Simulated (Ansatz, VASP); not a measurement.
CoSn2: VASP beside Ansatz

```xyz
6
Lattice="-3.1825 3.1825 2.7285 3.1825 -3.1825 2.7285 3.1825 3.1825 -2.7285" Properties=species:S:1:pos:R:3 pbc="T T T"
Co    0.0000    0.0000    1.3642
Co    0.0000    0.0000    4.0927
Sn    1.0057    4.1882    0.0000
Sn    2.1768    1.0057    0.0000
Sn    2.1768   -1.0057    2.7285
Sn    1.0057    2.1768    2.7285
```

Alike in both runs: task single point; functional PBEsol; k mesh 1 × 1 × 1; occupations gaussian, width 0.1 eV; no spin polarisation.

|  | VASP | Ansatz |
| --- | --- | --- |
| version | VASP 6.6.1 | Ansatz 0.2.0 |
| potentials or method | VASP PAW PBE potentials, release 64 (Co, Sn_d), cutoff 520 eV | scalar-relativistic, plane waves, PAW |
| valence electrons in the cell | 74 | 90 |

```csv
,VASP,Ansatz,Ansatz less VASP
pressure (GPa),2.8,2.7,-0.06
"traceless stress, the component that is largest in VASP (GPa)",10.86,10.86,+0.006
rms of the force components (eV/Å),0.395,0.375,-0.0197
```

VASP's potentials were made for PBE, not for PBEsol. Atom by atom the forces differ by 0.020 eV/Å (rms over components). The functional is the same, so the differences come from potentials, cutoffs and numerics. VASP's potentials hold 74 valence electrons a cell and Ansatz's 90, so a difference there can come from the potentials and not from the codes.

The k mesh is coarse, so the values compare programs but aren't converged.
